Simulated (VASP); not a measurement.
Here is a VASP 6.6.1 calculation.

File INCAR:

```
SYSTEM = In
PREC = Accurate ; ENCUT = 520
EDIFF = 1E-6 ; ISMEAR = -1
SIGMA = 0.1 ; LREAL = .FALSE.
LASPH = .TRUE. ; NELM = 100
ALGO = Normal ; ISIF = 2
LWAVE = .FALSE. ; LCHARG = .FALSE.
GGA = PE ; NBANDS = 12
```

File KPOINTS:

```
Automatic mesh
0
G
  16 16 16
  0 0 0
```

POSCAR

```
In
1.0
   -1.8434867278      1.8434867278      1.8434867278
    1.8434867278     -1.8434867278      1.8434867278
    1.8434867278      1.8434867278     -1.8434867278
In
1
Direct
    0.0000000000      0.0000000000      0.0000000000
```

Potentials or basis: VASP PAW PBE potentials, release 64 (In_d).

Run with:

```sh
$ cat potpaw_PBE.64/In_d/POTCAR > POTCAR
$ mpirun -np 1 vasp_std > vasp.out
```

Predict the pressure.

4.7 GPa.
